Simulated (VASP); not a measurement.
Ge:

```
Ge
1.0
    -1.68799    1.68799    1.68799
     1.68799   -1.68799    1.68799
     1.68799    1.68799   -1.68799
Ge
1
Direct
  0.00000 0.00000 0.00000
```

This isn't the form of Ge at room conditions, which is diamond.

```yaml
Program: VASP 6.6.1
Task: relaxation of cell and atoms
Functional: LDA
Potentials_or_basis: VASP PAW LDA potentials, release 64 (Ge_d)
Cutoff: 600 eV
k_mesh: 13 × 13 × 13
Occupations: fermi-dirac, width 0.1 eV
Spin: no spin polarisation
```

At the start: pressure -4.5 GPa; volume 19.24 Å³/atom.

Question: How do energy, volume and symmetry change on relaxing?

Answer: Over 3 steps the energy falls by 19.7 meV/atom and the volume is 17.91 Å³/atom (-6.9 %); space group Im-3m (No. 229, to 0.1 Å) before and after.

Step by step:
```csv
step,energy change (eV),largest force (eV/Å),pressure (GPa),volume (Å³)
1,0.0000,0.0000,-4.49,19.24
2,-0.0194,0.0000,0.54,17.77
3,-0.0197,0.0000,0.04,17.91
```

Final structure:
```yaml
crystal:
  lattice:
    - [-1.64815, 1.64815, 1.64815]
    - [1.64815, -1.64815, 1.64815]
    - [1.64815, 1.64815, -1.64815]
  atoms:
    - { symbol: Ge, position: [0.00000, 0.00000, 0.00000] }
```
